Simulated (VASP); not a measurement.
Here is a VASP 6.6.1 calculation.

INCAR

```
SYSTEM = CoO
  PREC = Accurate
  ENCUT = 520
  EDIFF = 1E-7
  ISMEAR = 0
  SIGMA = 0.05
  LREAL = .FALSE.
  LASPH = .TRUE.
  NELM = 150
  ALGO = Normal
  ISIF = 2
  LWAVE = .FALSE.
  LCHARG = .FALSE.
  ISPIN = 2
  MAGMOM = 2 -2 0 0
  LORBIT = 11
  LMAXMIX = 4
  LDAU = .TRUE.
  LDAUTYPE = 2
  LDAUL = 2 -1
  LDAUU = 4 0
  LDAUJ = 0 0
  LDAUPRINT = 1
  GGA = PE
  NBANDS = 27
```

File KPOINTS:

```
regular mesh
0
G
  7 4 7
  0 0 0
```

POSCAR

```
CoO
1.0
    1.4281496200      2.4736276900      0.0000000000
   -4.2844488400      2.4736276900      0.0000000000
    0.0000000000      0.0000000000      2.7876065300
Co O
2 2
Direct
    0.0000000000      0.0000000000      0.0000000000
    0.5000000000      0.5000000000      0.0000000000
    0.5000000000      0.8333333333      0.5000000000
    0.0000000000      0.3333333333      0.5000000000
```

Potentials or basis: VASP PAW PBE potentials, release 64 (Co, O).

Launch:

```sh
$ cat potpaw_PBE.64/Co/POTCAR potpaw_PBE.64/O/POTCAR > POTCAR
$ mpirun -np 1 vasp_std > vasp.out
```

Q: What does it give for the pressure?

A: -0.6 GPa.

Q: What does it give for the net moment?

A: 0.00 μB per cell.

Q: Predict the band gap on the k mesh.

A: 1.40 eV.

Q: Estimate the largest force.

A: 0.201 eV/Å.

Eigenvalues of the final occupation matrices:
```csv
site,spin,trace,eigenvalues
site 1 d,1,4.90,0.96 0.97 0.97 1.00 1.00
site 1 d,2,2.24,0.07 0.13 0.13 0.96 0.96
site 2 d,1,2.24,0.07 0.13 0.13 0.96 0.96
site 2 d,2,4.90,0.96 0.97 0.97 1.00 1.00
```

Caveat: an odd mesh through Γ misses points on the zone boundary, where band edges can lie.
